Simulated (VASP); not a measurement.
Wanted: the native input for a VASP 6.6.1 run.

- Task: single point
- Functional: PBE
- Potentials or basis: VASP PAW PBE potentials, release 64 (In_d, Sb)
- Cutoff: 520 eV
- k mesh: 9 × 8 × 15
- Occupations: fermi-dirac, width 0.05 eV
- Spin: no spin polarisation
- Dipole correction: no
- Further INCAR settings: ALGO = Normal; EDIFF = 1e-07; NBANDS = 26

The structure of InSb lies in POSCAR:

```
InSb
1.0
    5.4274949263      0.0000000000      0.0000000000
    0.0000000000      5.7871665146      0.0000000000
    0.0000000000      0.0000000000      3.1033072539
In Sb
2 2
Direct
    0.0000000000      0.0000000000      0.1722389182
    0.5000000000      0.5000000000     -0.1722389182
    0.5000000000      0.0000000000      0.7149606498
    0.0000000000      0.5000000000      0.2850393502
```

The input as run:

INCAR

```
PREC = Accurate
ENCUT = 520
EDIFF = 1E-7
ISMEAR = -1
SIGMA = 0.05
LREAL = F
LASPH = T
NELM = 100
ALGO = Normal
ISIF = 2
LWAVE = F
LCHARG = T
GGA = PE
LELF = T
LVHAR = T
NBANDS = 26
```

KPOINTS

```
regular mesh
0
Gamma
  9 8 15
```

Potentials or basis: VASP PAW PBE potentials, release 64 (In_d, Sb).

The run is started by

```bash
$ cat potpaw_PBE.64/In_d/POTCAR potpaw_PBE.64/Sb/POTCAR > POTCAR
$ mpirun -np 1 vasp_std > vasp.out
```

It gave:

```
Pressure               : 9.7 GPa
Largest force          : 0.014 eV/Å
Band gap on the k mesh : zero (bands 18 and 19 overlap by 3.64 eV)
```

Caveat: the cell stands under pressure; spin-orbit coupling is left out, which moves the levels of the heavy elements.

It took 8.7 min on 1 thread of Oxide Virtual Turin-like Processor, on a shared host, peak memory 0.5 GiB.
